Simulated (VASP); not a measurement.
# Zr2Si4GePd (I4/mmm) in VASP: single point with PBE

Aim: the single point of Zr2Si4GePd with PBE.

Program: VASP 6.6.1. These are calculated values, not measurements. Logs are shortened: lines on timing, memory, paths and dates and some standing lists are left out, and cuts for length are marked.

### 1 The cell of the first run

Symmetry: I4/mmm, No. 139, tetragonal system. The conventional cell has a = 7.585 Å, b = 7.585 Å, c = 5.353 Å, α = 90.00°, β = 90.00°, γ = 90.00°. Zr (site symmetry mmm) has 2 Zr at 2.68 Å and 4 Si at 2.69 Å within 3.5 Å. Within 3.3 Å of Si (site symmetry m2m) lie 1 Pd at 2.49 Å and 2 Zr at 2.69 Å and 2 Si at 2.70 Å and 1 Ge at 2.88 Å. Within 3.5 Å of Ge (site symmetry 4/mmm) lie 2 Pd at 2.68 Å and 4 Si at 2.88 Å. Within 3.3 Å of Pd (site symmetry 4/mmm) lie 4 Si at 2.49 Å and 2 Ge at 2.68 Å.

The cell was generated, and may not be a known phase.

### 2 Single point, PBE

Input file INCAR:

```
PREC = Accurate
ENCUT = 500
EDIFF = 1E-6
ISMEAR = 0
SIGMA = 0.2
LREAL = F
LASPH = T
NELM = 120
ALGO = Normal
ISIF = 2
LWAVE = F
LCHARG = T
GGA = PE
LELF = T
LVHAR = T
NBANDS = 42
GGA_COMPAT = F
```

Input file KPOINTS:

```
Automatic mesh
0
Gamma
  4 4 4
```

Input file POSCAR:

```
Zr2Si4GePd
1.0
   -3.7927371436      3.7927371436      2.6766546183
    3.7927371436     -3.7927371436      2.6766546183
    3.7927371436      3.7927371436     -2.6766546183
Zr Si Ge Pd
2 4 1 1
Direct
    0.5000000000      0.0000000000      0.5000000000
    0.0000000000      0.5000000000      0.5000000000
    0.7680069831      0.7680069831      0.5360139662
    0.2319930169      0.2319930169      0.4639860338
    0.7680069831      0.2319930169      0.0000000000
    0.2319930169      0.7680069831      0.0000000000
    0.5000000000      0.5000000000      0.0000000000
    0.0000000000      0.0000000000      0.0000000000
```

Potentials or basis: VASP PAW PBE potentials, release 64 (Zr_sv, Si, Ge_d, Pd).

Launch:

```
$ cat potpaw_PBE.64/Zr_sv/POTCAR potpaw_PBE.64/Si/POTCAR potpaw_PBE.64/Ge_d/POTCAR potpaw_PBE.64/Pd/POTCAR > POTCAR
$ mpirun -np 1 vasp_std > vasp.out
```

OUTCAR:

```text
PREC = Accurate
   ENCUT = 500
   EDIFF = 1E-6
   ISMEAR = 0
   LREAL = F
   LASPH = T
   NELM = 120
   ISIF = 2
   GGA = PE

 ion  position               nearest neighbor table
   1  0.500  0.000  0.500-   2 2.68   2 2.68   4 2.69   5 2.69   6 2.69   3 2.69
   2  0.000  0.500  0.500-   1 2.68   1 2.68   4 2.69   6 2.69   5 2.69   3 2.69
   3  0.768  0.768  0.536-   8 2.49   2 2.69   1 2.69   4 2.70   4 2.70   7 2.88
   4  0.232  0.232  0.464-   8 2.49   2 2.69   1 2.69   3 2.70   3 2.70   7 2.88
   5  0.768  0.232  0.000-   8 2.49   2 2.69   1 2.69   6 2.70   6 2.70   7 2.88
   6  0.232  0.768  0.000-   8 2.49   1 2.69   2 2.69   5 2.70   5 2.70   7 2.88
   7  0.500  0.500  0.000-   8 2.68   8 2.68   6 2.88   3 2.88   4 2.88   5 2.88
   8  0.000  0.000  0.000-   3 2.49   4 2.49   5 2.49   6 2.49   7 2.68   7 2.68

  LATTYP: Found a body centered tetragonal cell.
 ALAT       =     7.5854742872
 C/A-ratio  =     0.7057316437

  Lattice vectors:

 A1 = (  -3.7927371436,   3.7927371436,   2.6766546183)
 A2 = (   3.7927371436,  -3.7927371436,   2.6766546183)
 A3 = (   3.7927371436,   3.7927371436,  -2.6766546183)

Analysis of symmetry for initial positions (statically):
=====================================================================
 Subroutine PRICEL returns:
 Original cell was already a primitive cell.

 Routine SETGRP: Setting up the symmetry group for a
 body centered tetragonal supercell.

 Subroutine GETGRP returns: Found 16 space group operations
 (whereof 16 operations were pure point group operations)
 out of a pool of 16 trial point group operations.

The static configuration has the point symmetry D_4h.

Analysis of symmetry for dynamics (positions and initial velocities):
=====================================================================
 Subroutine PRICEL returns:
 Original cell was already a primitive cell.

 Routine SETGRP: Setting up the symmetry group for a
 body centered tetragonal supercell.

 Subroutine GETGRP returns: Found 16 space group operations
 (whereof 16 operations were pure point group operations)
 out of a pool of 16 trial point group operations.

The dynamic configuration has the point symmetry D_4h.

 Subroutine INISYM returns: Found 16 space group operations
 (whereof 16 operations are pure point group operations),
 and found     1 'primitive' translations

[... 100 lines left out ...]
   ISIF   =      2    stress and relaxation
   ISYM   =      2    0-nonsym 1-usesym 2-fastsym
   POTIM  = 0.5000    time-step for ionic-motion
   TEBEG  =    0.0;   TEEND  =   0.0 temperature during run
   PSTRESS=    0.0 pullay stress
   NELECT =      64.0000    total number of electrons
   NUPDOWN=      -1.0000    fix difference up-down
   EMIN   =  10.00;   EMAX   =-10.00  energy-range for DOS
   EFERMI =   0.00;   METHOD = LEGACY
   ISMEAR =     0;   SIGMA  =   0.20  broadening in eV -4-tet -1-fermi 0-gaus
   EFERMI_NEDOS =   21; number of points for ismear=-14 and -15
   IALGO  =     38    algorithm
   IMIX   =      4    mixing-type and parameters
     AMIX     =   0.40;   BMIX     =  1.00
     AMIX_MAG =   1.60;   BMIX_MAG =  1.00
  volume/ion in A,a.u.               =      19.25       129.92
  Fermi-wavevector in a.u.,A,eV,Ry     =   1.221656  2.308595 20.305920  1.492443
  Thomas-Fermi vector in A             =   2.356830
   LORBIT       =      0    0 simple, 1 ext, 2 COOP (PROOUT), +10 PAW based schemes
   GGA     = PE    functional components
   LHFCALC =     F    Hartree Fock is set to
   AEXX    =    0.0000 exact exchange contribution
   IVDW    =     0    specifies the selected vdW correction
   LEPSILON=     F    determine dielectric tensor
   LRPA    =     F    only Hartree local field effects (RPA)
 non-spin polarized calculation
 Gauss-broadening in eV      SIGMA  =   0.20
  energy-cutoff  :      500.00
  volume of cell :      154.01
 maximum number of plane-waves:      3948
 NGX is ok and might be reduce to    48
   NGX = 21   NGY = 21   NGZ = 21

 number of electron      63.9999989 magnetization

 Free energy of the ion-electron system (eV)
  ---------------------------------------------------
  ext. energy  EPLUGINS =         0.00000000
  ---------------------------------------------------
  free energy    TOTEN  =       -46.90503433 eV

  energy without entropy =      -46.82456057  energy(sigma->0) =      -46.86479745

 E-fermi :   7.4785     XC(G=0): -10.7774

 val. band max:        7.4470079130   @ k =  -0.2500   0.2500   0.0000
 cond. band min:       7.5420012629   @ k =   0.5000   0.5000  -0.0000
 fundamental gap:      0.0949933499
 Fermi energy:         7.4784846193

 k-point     1 :       0.0000    0.0000    0.0000
  band No.  band energies     occupation
      1     -40.9709      2.00000
      2     -40.6400      2.00000
      3     -20.0629      2.00000
      4     -19.0834      2.00000
      5     -19.0834      2.00000
      6     -18.7881      2.00000
[... 574 lines left out ...]
     41      10.6359      0.00000
     42      12.2500      0.00000

------------------------ aborting loop because EDIFF is reached ----------------------------------------

  FORCE on cell =-STRESS in cart. coord.  units (eV):
  Direction    XX          YY          ZZ          XY          YZ          ZX
  --------------------------------------------------------------------------------------
  -------------------------------------------------------------------------------------
  Total        0.3800422      0.3800422      0.1291353      0.0000000     -0.0000000     -0.0000000
  in kB        3.9535254      3.9535254      1.3433769      0.0000000     -0.0000000     -0.0000000
  external PRESSURE =       3.0834759 kB  Pullay stress =       0.0000000 kB

 VOLUME and BASIS-vectors are now :
 -----------------------------------------------------------------------------
  energy-cutoff  :      500.00
  volume of cell :      154.01
      direct lattice vectors                 reciprocal lattice vectors
    -3.792737144  3.792737144  2.676654618     0.000000000  0.131830913  0.186800343
     3.792737144 -3.792737144  2.676654618     0.131830913  0.000000000  0.186800343
     3.792737144  3.792737144 -2.676654618     0.131830913  0.131830913  0.000000000

 POSITION                                       TOTAL-FORCE (eV/Angst)
 -----------------------------------------------------------------------------------
      0.00000      3.79274      0.00000         0.000000     -0.000000      0.000000
      3.79274      0.00000      0.00000         0.000000     -0.000000      0.000000
      2.03296      2.03296      2.67665         0.001506      0.001506     -0.000000
      1.75978      1.75978      0.00000        -0.001506     -0.001506      0.000000
     -2.03296      2.03296      2.67665        -0.001506      0.001506      0.000000
      2.03296     -2.03296      2.67665         0.001506     -0.001506      0.000000
      0.00000      0.00000      2.67665         0.000000     -0.000000      0.000000
      0.00000      0.00000      0.00000         0.000000     -0.000000      0.000000
 -----------------------------------------------------------------------------------
    total drift:                               -0.000000     -0.000000     -0.000000

  FREE ENERGIE OF THE ION-ELECTRON SYSTEM (eV)
  ---------------------------------------------------
  free  energy   TOTEN  =       -46.9050343308 eV

  energy  without entropy=      -46.8245605702  energy(sigma->0) =      -46.86479745
```

OSZICAR:

```text
N       E                     dE             d eps       ncg     rms          rms(c)
DAV:   1     0.594584150850E+03    0.59458E+03   -0.28551E+04  1362   0.209E+03
DAV:   2     0.376092757589E+02   -0.55697E+03   -0.53086E+03  1176   0.669E+02
DAV:   3    -0.412990696931E+02   -0.78908E+02   -0.75070E+02  1510   0.142E+02
DAV:   4    -0.478274834254E+02   -0.65284E+01   -0.64053E+01  1656   0.401E+01
DAV:   5    -0.481531255872E+02   -0.32564E+00   -0.32518E+00  1528   0.793E+00    0.204E+01
DAV:   6    -0.472242540092E+02    0.92887E+00   -0.79437E+00  1300   0.171E+01    0.973E+00
DAV:   7    -0.469960626869E+02    0.22819E+00   -0.30340E+00  1494   0.116E+01    0.574E+00
DAV:   8    -0.469042667791E+02    0.91796E-01   -0.44736E-01  1310   0.430E+00    0.147E+00
DAV:   9    -0.469040452799E+02    0.22150E-03   -0.56825E-02  1462   0.131E+00    0.474E-01
DAV:  10    -0.469049587240E+02   -0.91344E-03   -0.59902E-03  1470   0.439E-01    0.183E-01
DAV:  11    -0.469050497825E+02   -0.91059E-04   -0.10099E-03  1534   0.247E-01    0.345E-02
DAV:  12    -0.469050364880E+02    0.13295E-04   -0.90724E-05  1560   0.738E-02    0.210E-02
DAV:  13    -0.469050342823E+02    0.22057E-05   -0.11691E-05  1350   0.224E-02    0.547E-03
DAV:  14    -0.469050343308E+02   -0.48516E-07   -0.12911E-06   926   0.963E-03
   1 F= -.46905034E+02 E0= -.46864797E+02  d E =-.804738E-01
```

stdout:

```text
POSCAR found type information on POSCAR ZrSiGePd
 POSCAR found :  4 types and       8 ions
 scaLAPACK will be used
 LDA part: xc-table for (Slater+PW92), standard interpolation
 POSCAR, INCAR and KPOINTS ok, starting setup
 FFT: planning ... GRIDC
 FFT: planning ... GRID_SOFT
 FFT: planning ... GRID
 WAVECAR not read
 entering main loop
```

Run time: 83 s. Hardware: 1 thread of Intel Xeon 6975P-C (Granite Rapids), shared host; peak memory 0.36 GiB.

Results:

```
Free energy            : -46.9050 eV
Pressure               : 0.3 GPa
Band gap on the k mesh : zero (bands 32 and 33 overlap by 1.05 eV)
```

Forces on the atoms (eV/Å):
```
Zr   0.000  0.000  0.000
Zr   0.000  0.000  0.000
Si   0.002  0.002  0.000
Si  -0.002 -0.002  0.000
Si  -0.002  0.002  0.000
Si   0.002 -0.002  0.000
Ge   0.000  0.000  0.000
Pd   0.000  0.000  0.000
```

Stress tensor (GPa, compression positive):
```
0.40 0.00 0.00
0.00 0.40 0.00
0.00 0.00 0.13
```

Levels at points of the mesh, in eV from the Fermi level:
```tsv
k point	band 30	band 31	band 32	band 33	band 34	band 35	band 36	band 37
(0.00, 0.00, 0.00)	-1.26	-0.82	-0.48	-0.20	-0.20	0.23	1.30	1.30
(0.50, 0.00, 0.00)	0.08	0.27	0.50	0.76	1.19	1.44	1.47	1.73
(0.50, 0.50, 0.00)	-0.92	-0.88	-0.87	-0.17	0.06	1.31	2.04	2.11
(0.50, 0.50, 0.50)	-1.28	-0.55	-0.55	0.08	1.09	1.85	1.85	1.89
```

The gap in the log of VASP goes by the Fermi energy; the results here count the filled bands.